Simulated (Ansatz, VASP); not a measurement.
# Fe: VASP beside Ansatz

File INCAR:

```
SYSTEM = Fe
ALGO = Normal ; EDIFF = 1E-7
EDIFFG = -0.01 ; ENCUT = 600
GGA_COMPAT = .FALSE. ; IBRION = 2
ISIF = 3 ; ISMEAR = -1
LASPH = .TRUE. ; LCHARG = .FALSE.
LREAL = .FALSE. ; LWAVE = .FALSE.
NELM = 120 ; NELMIN = 4
NSW = 80 ; PREC = Accurate
SIGMA = 0.1
```

The input KPOINTS:

```
k-points
0
G
  11 11 11
  0 0 0
```

The input POSCAR:

```
Fe
1.0
    0.0000000000      2.5145090540      2.5145090540
    2.5145090540      0.0000000000      2.5145090540
    2.5145090540      2.5145090540      0.0000000000
Fe
2
Direct
    0.1250000000      0.1250000000      0.1250000000
    0.8750000000      0.8750000000      0.8750000000
```

Input for Ansatz:

```yaml
crystal:
  lattice:
    - [0.0, 2.514509054, 2.514509054]
    - [2.514509054, 0.0, 2.514509054]
    - [2.514509054, 2.514509054, 0.0]
  atoms:
    - { symbol: Fe, position: [0.125, 0.125, 0.125] }
    - { symbol: Fe, position: [0.875, 0.875, 0.875] }
hamiltonian:
  xc: lda
  pseudopotentials:
    kind: paw
    azcp:
      Fe: "pseudopotentials/Fe.paw.azcp"
basis:
  ecutwfc: 420
  fft_grid_basis: typed
kpoints:
  mp_grid: { grid: [11, 11, 11], shift: [0, 0, 0] }
magnetization:
  spin_polarized: false
scf:
  occupations: { method: fermi_dirac, width: 0.1 }
relax:
  max_steps: 60
  f_tol: 0.01
  cell: {}
```

Alike in both runs: task relaxation of cell and atoms; functional LDA; k mesh 11 × 11 × 11; occupations fermi-dirac, width 0.1 eV; no spin polarisation.

|  | VASP | Ansatz |
| --- | --- | --- |
| version | VASP 6.6.1 | Ansatz 0.2.0 |
| potentials or method | VASP PAW LDA potentials, release 64 (Fe_sv), cutoff 600 eV | plane waves (420 eV) with PAW, scalar-relativistic |
| valence electrons in the cell | 32 | 32 |

```csv
,VASP,Ansatz,Ansatz less VASP
relaxed volume (Å³/atom),13.37,13.45,+0.077
relaxed cell length with the largest relative difference (Å),3.357,3.363,+0.0064
```

Ansatz warns that its potentials were made for another functional, while VASP's fit it. LDA's correlation is that of Perdew and Zunger in VASP and of Perdew and Wang (1992) in Ansatz.

Noted on VASP's run: the volume moved by over 15 % at a fixed basis, so the end points are rough.
